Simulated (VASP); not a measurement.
Runs of VASP 6.6.1 on As. The structure is that of space group Im-3m (No. 229), or close to it. The cells are those of the table. 

```tsv
cell	k mesh	gap on the mesh (eV)	pressure (GPa)
a = 2.847 Å, angles 109.5°, 1 atom	15 × 15 × 15	none	7.7
a = 3.004 Å, angles 109.5°, 1 atom	15 × 15 × 15	none	-5.0
a = 2.888 Å, angles 109.5°, 1 atom	15 × 15 × 15	none	(b)
a = 3.040 Å, angles 109.5°, 1 atom	15 × 15 × 15	none	(a)
a = 2.928 Å, angles 109.5°, 1 atom	21 × 21 × 21	none	0.0
```

Alike in all rows: task single point; level revPBE; potentials or basis VASP PAW PBE potentials, release 64 (As); no spin polarisation; cutoff (eV) 520; smearing fermi-dirac 0.1 eV.

Question: Fill in the values left out.

Answer: (a) -6.8; (b) 3.4.

Caveats: the PAW data sets were made with another functional, which shifts forces and pressure a little.

A k mesh can miss the band edges, and the runs leave out spin-orbit coupling on As.

A gap of «none» marks levels without a gap at the run's occupations.
